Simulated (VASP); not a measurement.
Here is a VASP 6.6.1 calculation.

The input INCAR:

```
SYSTEM = Al
PREC = Accurate
ENCUT = 600
EDIFF = 1E-7
ISMEAR = 0
SIGMA = 0.1
LREAL = .FALSE.
LASPH = .TRUE.
NELM = 100
ALGO = Fast
ISIF = 3
LWAVE = .FALSE.
LCHARG = .FALSE.
GGA = PS
IBRION = 2
NSW = 70
EDIFFG = -0.008
PSTRESS = -20.0
```

The input KPOINTS:

```
regular mesh
0
G
  18 18 6
  0 0 0
```

POSCAR

```
Al
1.0
    2.8546392864      0.0000000000      0.0000000000
   -1.4273196432      2.4721901407      0.0000000000
    0.0000000000      0.0000000000      9.3824770210
Al
4
Direct
    0.0000000000      0.0000000000      0.0000000000
    0.3333333333      0.6666666667      0.2500000000
    0.0000000000      0.0000000000      0.5000000000
    0.6666666667      0.3333333333      0.7500000000
```

Potentials or basis: VASP PAW PBE potentials, release 64 (Al).

Launch:

```console
$ cat potpaw_PBE.64/Al/POTCAR > POTCAR
$ mpirun -np 1 vasp_std > vasp.out
```

(1) What does it give for the relaxed volume?

(2) What does it give for the relaxed cell?

Results:

(1) 16.69 Å³/atom.

(2) a = 2.862 Å, b = 2.862 Å, c = 9.408 Å, α = 90.00°, β = 90.00°, γ = 120.00°.

Caveat: the cell is relaxed towards a set pressure, so the run minimises the enthalpy, not the energy; the PAW data sets were made with another functional, which shifts forces and pressure a little.
